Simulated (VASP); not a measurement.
KLuSe2: single point with PBE

KLuSe2:

```xyz
4
Lattice="4.6508 -0.0266 -0.3558 0.4236 4.6404 0.7167 -0.4094 -0.1620 5.3341" Properties=species:S:1:pos:R:3 pbc="T T T"
Lu    0.9824    1.7693    2.8032
K     3.7494    4.2217    1.6783
Se    2.4229    3.7848    4.0782
Se    0.0431   -0.0356    4.7396
```

| Property | Result |
| --- | --- |
| Program | VASP 6.6.1 |
| Task | single point |
| Functional | PBE |
| Potentials or basis | VASP PAW PBE potentials, release 64 (Lu, K_sv, Se) |
| Cutoff | 520 eV |
| k mesh | 3 × 3 × 3 |
| Occupations | fermi-dirac, width 0.05 eV |
| Spin | no spin polarisation |

```
Pressure               : 7.0 GPa
Largest force          : 2.004 eV/Å
Band gap on the k mesh : 0.07 eV, indirect (least direct gap 0.26 eV)
```

Forces in eV/Å, atoms in the order of the input:
```
Lu   0.534 -0.721  0.897
K   -0.978  0.400 -0.112
Se  -0.551 -1.418 -0.805
Se   0.996  1.739  0.019
```

Stress tensor (GPa, compression positive):
```
13.09 -0.92 -6.22
-0.92  1.44 -0.70
-6.22 -0.70  6.50
```

Levels at points of the mesh, in eV from the valence-band top:
```csv
k point,band 19,band 20,band 21,band 22,band 23,band 24,band 25,band 26,band 27,band 28
"(0.00, 0.00, 0.00)",-3.97,-3.84,-2.85,-2.66,-1.08,0.34,1.19,1.62,1.88,2.50
```

It took 26 s on 1 thread of Intel(R) Xeon(R) 6975P-C (Granite Rapids), with other jobs on the host, peak memory 0.25 GiB.

Caveat: the k points lie up to 0.46 Å⁻¹ apart; spin-orbit coupling is left out, which moves the levels of the heavy elements.
